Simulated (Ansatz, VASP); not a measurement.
## One calculation of BiTe, two programs

The input INCAR:

```
ALGO = Normal ; EDIFF = 1E-7
ENCUT = 520 ; GGA = PE
ISIF = 2 ; ISMEAR = 0
LASPH = True ; LCHARG = True
LELF = True ; LREAL = False
LVHAR = True ; LWAVE = False
NBANDS = 18 ; NELM = 80
PREC = Accurate ; SIGMA = 0.15
```

The input KPOINTS:

```
k-points
0
Gamma
  14 14 14
```

File POSCAR:

```
BiTe
1.0
    0.0000000000      3.2350000000      3.2835250000
    3.2350000000      0.0000000000      3.2835250000
    3.2350000000      3.2350000000      0.0000000000
Bi Te
1 1
Direct
    0.0000000000      0.0000000000      0.0000000000
    0.5000000000      0.5000000000      0.5000000000
```

Input for Ansatz:

```yaml
crystal:
  lattice:
    - [0.0, 3.235, 3.283525]
    - [3.235, 0.0, 3.283525]
    - [3.235, 3.235, 0.0]
  atoms:
    - { symbol: Bi, position: [0.0, 0.0, 0.0] }
    - { symbol: Te, position: [0.5, 0.5, 0.5] }
basis:
  ecutwfc: 420
kpoints:
  mp_grid: { grid: [14, 14, 14] }
hamiltonian:
  xc: pbe
scf:
  occupations: { method: gaussian, width: 0.15 }
output:
  forces: true
  stress: true
  eigenvalues: true
  write_density: true
  write_potential: true
  elf: true
  volumetric_format: npy
```

Change from the starting cell: strain +0.000 along x and y, +0.015 along z, atoms carried along.

Alike in both runs: task single point; functional PBE; k mesh 14 × 14 × 14; occupations gaussian, width 0.15 eV; no spin polarisation.

|  | VASP | Ansatz |
| --- | --- | --- |
| version | VASP 6.6.1 | Ansatz 0.2.0 |
| potentials or method | VASP PAW PBE potentials, release 64 (Bi_d, Te), cutoff 520 eV | scalar-relativistic, plane waves, PAW |
| valence electrons in the cell | 21 | 31 |

```csv
,VASP,Ansatz,Ansatz less VASP
gap on the k mesh at the Fermi level (eV),none,none,-
pressure (GPa),0.0,0.1,+0.05
"traceless stress, the component that is largest in VASP (GPa)",-0.76,-0.76,-0.003
```

A gap of «none» marks a metal or a gap that the smearing closes. VASP's potentials hold 21 valence electrons a cell and Ansatz's 31, so a difference there can come from the potentials and not from the codes.

Neither program's run includes spin-orbit coupling.
